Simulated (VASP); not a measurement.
Write the native input for VASP 6.6.1 that does the following.

| Item | Value |
| --- | --- |
| Task | single point |
| Functional | PBE |
| Potentials or basis | VASP PAW PBE potentials, release 64 (Mg, F) |
| Cutoff | 520 eV |
| k mesh | 4 × 4 × 4 |
| Occupations | gaussian, width 0.1 eV |
| Spin | collinear spin, ferromagnetic start |
| Starting moments | [0.0, 0.0, 0.0, 0.0, 0.0, 0.0, 1.0] μB |
| Dipole correction | no |
| Further INCAR settings | ALGO = Normal; EDIFF = 1e-06; NBANDS = 22 |

The structure of Mg6F lies in POSCAR:

```
Mg6F
1.0
    4.8015071000      0.0000000000      0.0000000000
    0.0000000000      4.8015071000      0.0000000000
    0.0000000000      0.0000000000      4.8015071000
Mg F
6 1
Direct
    0.5000000000      0.5000000000      0.2070000000
    0.5000000000      0.5000000000      0.7930000000
    0.2070000000      0.5000000000      0.5000000000
    0.7930000000      0.5000000000      0.5000000000
    0.5000000000      0.2070000000      0.5000000000
    0.5000000000      0.7930000000      0.5000000000
    0.0000000000      0.0000000000      0.0000000000
```

These files were run (other wordings do the same):

INCAR

```
SYSTEM = Mg6F
PREC = Accurate
ENCUT = 520
EDIFF = 1E-6
ISMEAR = 0
SIGMA = 0.1
LREAL = .FALSE.
LASPH = .TRUE.
NELM = 150
ALGO = Normal
ISIF = 2
LWAVE = .FALSE.
LCHARG = .FALSE.
ISPIN = 2
MAGMOM = 0 0 0 0 0 0 1
LORBIT = 11
GGA = PE
NBANDS = 22
```

KPOINTS

```
regular mesh
0
G
  4 4 4
  0 0 0
```

Potentials or basis: VASP PAW PBE potentials, release 64 (Mg, F).

Command:

```sh
$ cat potpaw_PBE.64/Mg/POTCAR potpaw_PBE.64/F/POTCAR > POTCAR
$ mpirun -np 1 vasp_std > vasp.out
```

It gave:

| Item | Value |
| --- | --- |
| Pressure | 96.2 GPa |
| Largest force | 12.833 eV/Å |
| Net moment | 0.00 μB per cell |
| Valence electrons inside the program's atomic spheres | Mg 0.87; F 5.97 |

Caveat: forces of over 1 eV/Å act on the atoms, so gaps and moduli don't describe the material at rest.

It took 37 s on 1 thread of Intel(R) Xeon(R) Platinum 8375C CPU @ 2.90GHz (Ice Lake), on a shared host, peak memory 0.24 GiB.
